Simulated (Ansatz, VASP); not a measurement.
# Two plane-wave programs on Te

```
CELL_PARAMETERS angstrom
4.91376 0.00000 0.00000
-2.45688 4.25544 0.00000
0.00000 0.00000 6.53024
ATOMIC_POSITIONS crystal
Te 0.33333 0.66667 0.56125
Te 0.66667 0.33333 0.43875
```

Alike in both runs: functional PBE; k mesh 6 × 6 × 2; occupations gaussian, width 0.1 eV; no spin polarisation.

Ansatz relaxed the structure, and its values are those at the end. VASP's run is a single point on that final structure, the one shown.

|  | VASP | Ansatz |
| --- | --- | --- |
| version | VASP 6.6.1 | Ansatz 0.2.0 |
| potentials or method | VASP PAW PBE potentials, release 64 (Te), cutoff 520 eV | scalar-relativistic, plane waves, PAW |
| valence electrons in the cell | 12 | 32 |

```tsv
	VASP	Ansatz	Ansatz less VASP
gap on the k mesh at the Fermi level (eV)	none	none	-
pressure (GPa)	0.1	0.2	+0.01
rms of the force components (eV/Å)	0.014	0.012	-0.0023
```

A gap of «none» marks a metal or a gap that the smearing closes. VASP's potentials hold 12 valence electrons a cell and Ansatz's 32, so a difference there can come from the potentials and not from the codes.

The k mesh is coarse, so the values compare programs but aren't converged. Spin-orbit coupling is off throughout.
